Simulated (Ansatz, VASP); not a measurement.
## PbSe: VASP beside Ansatz

Contents of POSCAR:

```
PbSe
1.0
    5.1741302537      0.0000000000      0.0000000000
   -2.5870651268      4.4809282423      0.0000000000
    0.0000000000      0.0000000000      6.2132838629
Pb Se
2 2
Direct
    0.3333333333      0.6666666667      0.2500000000
    0.6666666667      0.3333333333      0.7500000000
    0.6666666667      0.3333333333      0.2500000000
    0.3333333333      0.6666666667      0.7500000000
```

INCAR.step1

```
SYSTEM = PbSe
PREC = Accurate
ENCUT = 520
ISMEAR = 0
SIGMA = 0.01
LREAL = .FALSE.
LASPH = .TRUE.
NELM = 60
NBANDS = 28
GGA = PE
ALGO = Normal
EDIFF = 1E-4
LWAVE = .TRUE.
LCHARG = .FALSE.
```

INCAR.step2

```
SYSTEM = PbSe
PREC = Accurate
ENCUT = 520
EDIFF = 1E-6
ISMEAR = 0
SIGMA = 0.01
LREAL = .FALSE.
LASPH = .TRUE.
NELM = 60
ALGO = Normal
ISIF = 2
LWAVE = .FALSE.
LCHARG = .FALSE.
METAGGA = R2SCAN
LMIXTAU = .TRUE.
NBANDS = 28
ISTART = 1
```

KPOINTS

```
Automatic mesh
0
G
  2 2 2
  0 0 0
```

Input for Ansatz:

```yaml
crystal:
  lattice:
    - [5.1741302537, 0.0, 0.0]
    - [-2.5870651268, 4.4809282423, 0.0]
    - [0.0, 0.0, 6.2132838629]
  atoms:
    - { symbol: Pb, position: [0.3333333333, 0.6666666667, 0.25] }
    - { symbol: Pb, position: [0.6666666667, 0.3333333333, 0.75] }
    - { symbol: Se, position: [0.6666666667, 0.3333333333, 0.25] }
    - { symbol: Se, position: [0.3333333333, 0.6666666667, 0.75] }
kpoints:
  mp_grid: { grid: [2, 2, 2] }
hamiltonian:
  xc: r2scan
scf:
  occupations: { method: fixed }
  n_extra_bands: 5
output:
  forces: true
  stress: true
  eigenvalues: true
```

Alike in both runs: task single point; functional r2SCAN; k mesh 2 × 2 × 2; no spin polarisation.

|  | VASP | Ansatz |
| --- | --- | --- |
| version | VASP 6.6.1 | Ansatz 0.2.0 |
| potentials or method | VASP PAW PBE potentials, release 64 (Pb_d, Se) | plane waves |
| plane-wave cutoff (eV) | 520 | 500 |
| occupations | gaussian, width 0.01 eV | fixed |
| valence electrons in the cell | 40 | 60 |

VASP gave:

```
gap on the k mesh at the Fermi level (eV)                     : 2.38
pressure (GPa)                                                : -0.8
traceless stress, the component that is largest in VASP (GPa) : 4.91
```

Q: Which values does Ansatz return?

A: gap on the k mesh at the Fermi level (eV): 2.38; pressure (GPa): -0.8; traceless stress, the component that is largest in VASP (GPa): 4.92.

VASP's potentials were made for PBE, not for r2SCAN. VASP's potentials hold 40 valence electrons a cell and Ansatz's 60, so a difference there can come from the potentials and not from the codes.

The k mesh is coarse, so the values compare programs but aren't converged. Spin-orbit coupling is off throughout.
